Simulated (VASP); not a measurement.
# TiB2: single point with LDA+U

TiB2:

```xyz
3
Lattice="3.0292 0.0000 0.0000 -1.5146 2.6234 0.0000 0.0000 0.0000 3.2284" Properties=species:S:1:pos:R:3 pbc="T T T"
Ti    0.0000    0.0000    0.0000
B     1.5146    0.8745    1.6142
B     0.0000    1.7489    1.6142
```

```yaml
Program: VASP 6.6.1
Task: single point
Functional: LDA
Potentials_or_basis: VASP PAW LDA potentials, release 64 (Ti_sv, B)
Cutoff: 520 eV
k_mesh: 10 × 10 × 8
Occupations: fermi-dirac, width 0.05 eV
Spin: no spin polarisation
Hubbard_terms: Ti d U = 3.0 eV
```

```yaml
Pressure: -4.8 GPa
Band_gap_on_the_k_mesh: zero (band 9 reaches 10.71 eV, above the bottom of band 10 at 10.12 eV)
```

Stress tensor (GPa, compression positive):
```
-5.40  0.00  0.00
 0.00 -5.40  0.00
 0.00  0.00 -3.47
```

Levels at points of the mesh, in eV from the Fermi level:
| k point | band 7 | band 8 | band 9 | band 10 | band 11 | band 12 |
| --- | --- | --- | --- | --- | --- | --- |
| (0.00, 0.00, 0.00) | -2.62 | -2.49 | -2.05 | 2.00 | 2.00 | 3.66 |
| (0.50, 0.00, 0.00) | -3.39 | -3.22 | -2.20 | 1.44 | 2.85 | 3.18 |
| (0.00, 0.00, 0.50) | -0.67 | -0.67 | -0.12 | -0.12 | 0.52 | 0.52 |
| (0.50, 0.00, 0.50) | -4.67 | -3.87 | -3.34 | 2.66 | 3.03 | 4.57 |

Eigenvalues of the final occupation matrices:
| site | spin | trace | eigenvalues |
| --- | --- | --- | --- |
| site 1 d | 1 | 1.00 | 0.17 0.21 0.21 0.21 0.21 |
| site 1 d | 2 | 1.00 | 0.17 0.21 0.21 0.21 0.21 |

Wall time 26 s on 1 thread of Intel Xeon 8259CL, on a shared host, peak memory 0.14 GiB.

Caveat: U without spin polarisation on a metal has little footing; the U is typed as a test and isn't derived for this compound.
